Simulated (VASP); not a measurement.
A run of VASP 6.6.1 is set up as follows.

INCAR

```
SYSTEM = CoO
ALGO = Normal
EDIFF = 1E-6
ENCUT = 520
GGA = PS
ISIF = 2
ISMEAR = -1
ISPIN = 2
LASPH = .True.
LCHARG = .True.
LELF = .True.
LMAXMIX = 4
LORBIT = 11
LREAL = .False.
LVHAR = .True.
LWAVE = .False.
MAGMOM = 2 2 0 0
NBANDS = 27
NELM = 150
PREC = Accurate
SIGMA = 0.05
```

Contents of KPOINTS:

```
k-points
0
Gamma
  10 10 5
  0 0 0
```

Contents of POSCAR:

```
CoO
1.0
    3.1976457435      0.0000000000      0.0000000000
   -1.5988228718      2.7692424462      0.0000000000
    0.0000000000      0.0000000000      5.2287097100
Co O
2 2
Direct
    0.3333333333      0.6666666667      0.5033624100
    0.0000000000      0.0000000000      0.0034741400
    0.3333333333      0.6666666667      0.8715556000
    0.0000000000      0.0000000000      0.3716088500
```

Potentials or basis: VASP PAW PBE potentials, release 64 (Co, O).

The run is started by

```console
$ cat potpaw_PBE.64/Co/POTCAR potpaw_PBE.64/O/POTCAR > POTCAR
$ mpirun -np 1 vasp_std > vasp.out
```

(1) Predict the net moment.

(2) What does it give for the site moments?

(3) What does it give for the largest force?

(4) Estimate the pressure.

Answers

(1) 5.78 μB per cell.

(2) Co +2.47; O +0.32 μB.

(3) 0.264 eV/Å.

(4) -7.5 GPa.

Caveat: the PAW data sets were made with another functional, which shifts forces and pressure a little.
